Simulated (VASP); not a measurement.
## CuO: single point with RPBE

CuO:

```
Cu O
1.0
     1.99097   -2.15355    0.00000
     1.99097    2.15355    0.00000
     0.00000    0.00000    5.15593
Cu O
2 2
Direct
  0.50000 0.00000 0.00000
  0.00000 0.50000 0.50000
  0.50000 0.50000 0.25000
  0.50000 0.50000 0.75000
```

```yaml
Program: VASP 6.6.1
Task: single point
Functional: RPBE
Potentials_or_basis: VASP PAW PBE potentials, release 64 (Cu, O)
Cutoff: 520 eV
k_mesh: 9 × 9 × 5
Occupations: fermi-dirac, width 0.05 eV
Spin: no spin polarisation
Dipole_correction: no
Further_INCAR_settings: ALGO = Normal; EDIFF = 1e-07; NBANDS = 25
```

```json
{
 "Pressure": "7.2 GPa",
 "Band gap on the k mesh": "zero (bands 17 and 18 overlap by 0.85 eV)"
}
```

Stress tensor (GPa, compression positive):
```
7.06 0.00 0.00
0.00 6.53 0.00
0.00 0.00 8.06
```

Levels at points of the mesh, in eV from the Fermi level:
| k point | band 15 | band 16 | band 17 | band 18 | band 19 | band 20 |
| --- | --- | --- | --- | --- | --- | --- |
| (0.00, 0.00, 0.00) | -2.29 | -1.89 | 0.59 | 0.78 | 1.48 | 6.22 |

Run time: 60 s on 1 thread of Intel(R) Xeon(R) Platinum 8488C (Sapphire Rapids), on a shared host, peak memory 0.2 GiB.

Caveat: the cell stands under pressure; the PAW data sets were made with another functional, which shifts forces and pressure a little; semilocal functionals often make such compounds metallic where correlation or magnetic order opens a gap, which also shifts bond lengths. With open d or f shells a metallic result of RPBE can be an artefact of self-interaction; +U or a hybrid may open a gap.
